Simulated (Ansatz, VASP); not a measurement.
# WS2 in VASP and in Ansatz

```
W S
1.0
     3.11476    0.00000    0.00000
    -1.55738    2.69746    0.00000
     0.00000    0.00000   11.77611
W S
2 4
Cartesian
  1.5574 0.8992 2.9440
  0.0000 1.7983 8.8321
  1.5574 0.8992 7.2599
  0.0000 1.7983 4.5162
  1.5574 0.8992 10.4043
  0.0000 1.7983 1.3719
```

Alike in both runs: functional PBEsol; dispersion D3(BJ); k mesh 12 × 12 × 2; occupations gaussian, width 0.02 eV; no spin polarisation.

Ansatz relaxed the structure, and its values are those at the end. VASP's run is a single point on that final structure, the one shown.

|  | VASP | Ansatz |
| --- | --- | --- |
| version | VASP 6.6.1 | Ansatz 0.2.0 |
| potentials or method | VASP PAW PBE potentials, release 64 (W_sv, S), cutoff 520 eV | scalar-relativistic, plane waves, PAW |
| valence electrons in the cell | 52 | 52 |

```csv
,VASP,Ansatz,Ansatz less VASP
gap on the k mesh at the Fermi level (eV),0.68,0.66,-0.022
least direct gap on the mesh (eV),1.93,1.92,-0.004
pressure (GPa),0.2,0.0,-0.16
rms of the force components (eV/Å),0.009,0.000,-0.0089
```

VASP's potentials were made for PBE, not for PBEsol.

Spin-orbit coupling is off throughout.
